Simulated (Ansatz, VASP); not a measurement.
HfH5 in VASP and in Ansatz

Contents of INCAR:

```
ALGO     = Normal         # electronic algorithm
EDIFF    = 1E-6           # SCF threshold, eV
EDIFFG   = -0.04          # ionic threshold
ENCUT    = 600            # plane-wave cutoff, eV
GGA      = PE             # functional
IBRION   = 2              # ionic algorithm
ISIF     = 3              # what is computed and relaxed
ISMEAR   = 0              # smearing method
LASPH    = True           # aspherical terms in the spheres
LCHARG   = False          # write CHGCAR
LREAL    = False          # projectors in reciprocal space
LWAVE    = False          # write WAVECAR
NELM     = 60             # most SCF steps
NSW      = 90             # ionic steps
PREC     = Accurate       # precision mode
SIGMA    = 0.1            # smearing width, eV
```

KPOINTS

```
k-points
0
Gamma
  6 6 4
```

File POSCAR:

```
HfH5
1.0
    3.2416005300      0.0000000000      0.0000000000
    0.0000000000      3.2416005300      0.0000000000
    0.0000000000      0.0000000000      6.6124430400
Hf H
1 5
Direct
    0.5000000000      0.5000000000      0.9394414700
    0.0000000000      0.0000000000      0.7757710400
    0.5000000000      0.5000000000      0.3701824200
    0.0000000000      0.5000000000      0.2283105100
    0.5000000000      0.0000000000      0.2283105100
    0.5000000000      0.5000000000      0.6645111600
```

Input for Ansatz:

```yaml
crystal:
  lattice:
    - [3.24160053, 0.0, 0.0]
    - [0.0, 3.24160053, 0.0]
    - [0.0, 0.0, 6.61244304]
  atoms:
    - { symbol: Hf, position: [0.5, 0.5, 0.93944147] }
    - { symbol: H, position: [0.0, 0.0, 0.77577104] }
    - { symbol: H, position: [0.5, 0.5, 0.37018242] }
    - { symbol: H, position: [0.0, 0.5, 0.22831051] }
    - { symbol: H, position: [0.5, 0.0, 0.22831051] }
    - { symbol: H, position: [0.5, 0.5, 0.66451116] }
basis:
  ecutwfc: 420
kpoints:
  mp_grid: { grid: [6, 6, 4] }
hamiltonian:
  xc: pbe
scf:
  occupations: { method: gaussian, width: 0.1 }
  lower_state_search: "off"
output:
  forces: true
  stress: true
  eigenvalues: true
relax:
  adjacent_minimum: "off"
  f_tol: 0.04
  max_steps: 70
  cell: { stress_tol: 0.4 }
```

Alike in both runs: task relaxation of cell and atoms; functional PBE; k mesh 6 × 6 × 4; occupations gaussian, width 0.1 eV; no spin polarisation.

```csv
,VASP,Ansatz
version,VASP 6.6.1,Ansatz 0.2.0
potentials or method,"VASP PAW PBE potentials, release 64 (Hf_pv, H), cutoff 600 eV","scalar-relativistic, plane waves, PAW"
valence electrons in the cell,15,31
```

```csv
,VASP,Ansatz,Ansatz less VASP
"gap on the k mesh at the Fermi level, each at its own relaxed structure (eV)",none,none,-
relaxed volume (Å³/atom),8.61,8.71,+0.095
relaxed length of the cell vector where the two differ most in proportion (Å),5.429,5.528,+0.0994
```

A gap of «none» marks a metal or a gap that the smearing closes. VASP's potentials hold 15 valence electrons a cell and Ansatz's 31, so a difference there can come from the potentials and not from the codes.

Spin-orbit coupling is off throughout. Noted on VASP's run: the volume moved by over 15 % at a fixed basis, so the end points are rough.
